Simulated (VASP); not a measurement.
Here is a VASP 6.6.1 calculation.

File INCAR:

```
SYSTEM = Al3Cu
ALGO = Fast ; EDIFF = 1E-6
ENCUT = 520 ; GGA = PS
ISIF = 2 ; ISMEAR = 0
LASPH = .True. ; LCHARG = .False.
LREAL = .False. ; LWAVE = .False.
NBANDS = 18 ; NELM = 80
PREC = Accurate ; SIGMA = 0.1
```

The input KPOINTS:

```
k-points
0
Gamma
  18 18 8
  0 0 0
```

Contents of POSCAR:

```
Al3Cu
1.0
    2.7935814253      0.0000000000      0.0000000000
    0.0000000000      2.7935814253      0.0000000000
    0.0000000000      0.0000000000      7.4508979689
Al Cu
3 1
Direct
    0.0000000000      0.0000000000      0.5000000000
    0.5000000000      0.5000000000      0.2216279059
    0.5000000000      0.5000000000      0.7783720941
    0.0000000000      0.0000000000      0.0000000000
```

Potentials or basis: VASP PAW PBE potentials, release 64 (Al, Cu).

The run is started by

```console
$ cat potpaw_PBE.64/Al/POTCAR potpaw_PBE.64/Cu/POTCAR > POTCAR
$ mpirun -np 1 vasp_std > vasp.out
```

Question: Estimate the band gap on the k mesh.

Answer: Zero (bands 10 and 11 overlap by 6.64 eV).

Question: What does it give for the pressure?

Answer: 1.5 GPa.

Question: What does it give for the largest force?

Answer: 0.019 eV/Å.

Forces on the atoms (eV/Å):
```
Al   0.000  0.000  0.000
Al   0.000  0.000  0.019
Al   0.000  0.000 -0.019
Cu   0.000  0.000  0.000
```

Caveat: the cell differs from its parent crystal (uniaxial strain along c: -2.0 %); the PAW data sets were made with another functional, which shifts forces and pressure a little.
